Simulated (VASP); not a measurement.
**Ge: electric field gradients with LDA**

Ge:

```xyz
2
Lattice="0.0566 2.8571 2.8571 2.8571 0.0566 2.8571 2.8571 2.8571 0.0566" Properties=species:S:1:pos:R:3 pbc="T T T"
Ge    2.8853    2.8853    2.8853
Ge    4.3280    4.3280    4.3280
```

This cell differs from its parent crystal: equal xy, yz and zx shear strains of +2 %.

```yaml
Program: VASP 6.6.1
Task: electric field gradients
Functional: LDA
Potentials_or_basis: VASP PAW LDA potentials, release 64 (Ge_d)
Cutoff: 520 eV
k_mesh: 10 × 10 × 10
Occupations: fermi-dirac, width 0.05 eV
Spin: no spin polarisation
Dipole_correction: no
Further_INCAR_settings: ALGO = Normal; EDIFF = 1e-08; NBANDS = 21
```

- Pressure: -1.0 GPa
- Largest force: 0.250 eV/Å
- Band gap on the k mesh: zero (band 14 reaches 4.75 eV, above the bottom of band 15 at 4.71 eV)

Forces on the atoms (eV/Å):
```
Ge   0.144  0.144  0.144
Ge  -0.144 -0.144 -0.144
```

Stress tensor (GPa, compression positive):
```
-1.04 -1.54 -1.54
-1.54 -1.04 -1.54
-1.54 -1.54 -1.04
```

Levels at points of the mesh, in eV from the Fermi level:
```
           k point  band 12  band 13  band 14  band 15  band 16  band 17
(0.00, 0.00, 0.00)    -0.14     0.00     0.06     0.06     2.32     2.72
(0.50, 0.00, 0.00)    -7.63    -1.42    -1.40     0.02     3.58     3.89
(0.50, 0.50, 0.00)    -8.79    -3.13    -2.94     0.59     0.82     9.39
(0.50, 0.50, 0.50)    -7.50    -1.22    -1.22     0.35     3.86     3.86
```

Electric field gradients, principal values (V/Å²):
```
atom   least  middle  greatest (by size)
1 Ge  -9.770  -9.770              19.539
2 Ge  -9.770  -9.770              19.539
```

Wall time 66 s on 1 thread of Intel(R) Xeon(R) Platinum 8488C (Sapphire Rapids), with other jobs on the host, peak memory 0.2 GiB.

Caveat: the cell differs from its parent crystal (equal xy, yz and zx shear strains of +2 %); without QUAD_EFG the Cq values of the log hold for a quadrupole moment of 1 mb, not for the nuclei.
